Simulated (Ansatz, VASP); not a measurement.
# Two plane-wave programs on Zn

File INCAR:

```
PREC     = Accurate       # precision mode
ENCUT    = 600            # plane-wave cutoff, eV
EDIFF    = 1E-6           # SCF threshold, eV
ISMEAR   = 0              # smearing method
SIGMA    = 0.1            # smearing width, eV
LREAL    = F              # projectors in reciprocal space
LASPH    = T              # aspherical terms in the spheres
NELM     = 60             # most SCF steps
ALGO     = Fast           # electronic algorithm
ISIF     = 3              # what is computed and relaxed
LWAVE    = F              # write WAVECAR
LCHARG   = F              # write CHGCAR
GGA      = PS             # functional
IBRION   = 2              # ionic algorithm
NSW      = 80             # ionic steps
EDIFFG   = -0.01          # ionic threshold
```

File KPOINTS:

```
regular mesh
0
Gamma
  18 18 10
```

Contents of POSCAR:

```
Zn
1.0
    2.7111011998      0.0000000000      0.0000000000
   -1.3555505999      2.3478825113      0.0000000000
    0.0000000000      0.0000000000      4.3750544703
Zn
2
Direct
    0.3333333333      0.6666666667      0.2500000000
    0.6666666667      0.3333333333      0.7500000000
```

Input for Ansatz:

```yaml
crystal:
  lattice:
    - [2.7111011998, 0.0, 0.0]
    - [-1.3555505999, 2.3478825113, 0.0]
    - [0.0, 0.0, 4.3750544703]
  atoms:
    - { symbol: Zn, position: [0.3333333333, 0.6666666667, 0.25] }
    - { symbol: Zn, position: [0.6666666667, 0.3333333333, 0.75] }
basis:
  ecutwfc: 420
kpoints:
  mp_grid: { grid: [18, 18, 10] }
hamiltonian:
  xc: pbesol
scf:
  occupations: { method: gaussian, width: 0.1 }
output:
  forces: true
  stress: true
  eigenvalues: true
relax:
  adjacent_minimum: "off"
  f_tol: 0.01
  max_steps: 60
  cell: { stress_tol: 0.1 }
```

Alike in both runs: task relaxation of cell and atoms; functional PBEsol; k mesh 18 × 18 × 10; occupations gaussian, width 0.1 eV; no spin polarisation.

|  | VASP | Ansatz |
| --- | --- | --- |
| version | VASP 6.6.1 | Ansatz 0.2.0 |
| potentials or method | VASP PAW PBE potentials, release 64 (Zn), cutoff 600 eV | scalar-relativistic, plane waves, PAW |
| valence electrons in the cell | 24 | 24 |

Ansatz gave:

```
gap on the k mesh at the Fermi level, each at its own relaxed structure (eV) : none
relaxed volume (Å³/atom)                                                     : 14.26
relaxed cell length with the largest relative difference (Å)                 : 2.590
```

**Question.** Estimate VASP's values.

**Answer.** gap on the k mesh at the Fermi level, each at its own relaxed structure (eV): none; relaxed volume (Å³/atom): 14.32; relaxed cell length with the largest relative difference (Å): 2.594.

VASP's potentials were made for PBE, not for PBEsol. A gap of «none» marks a metal or a gap that the smearing closes.
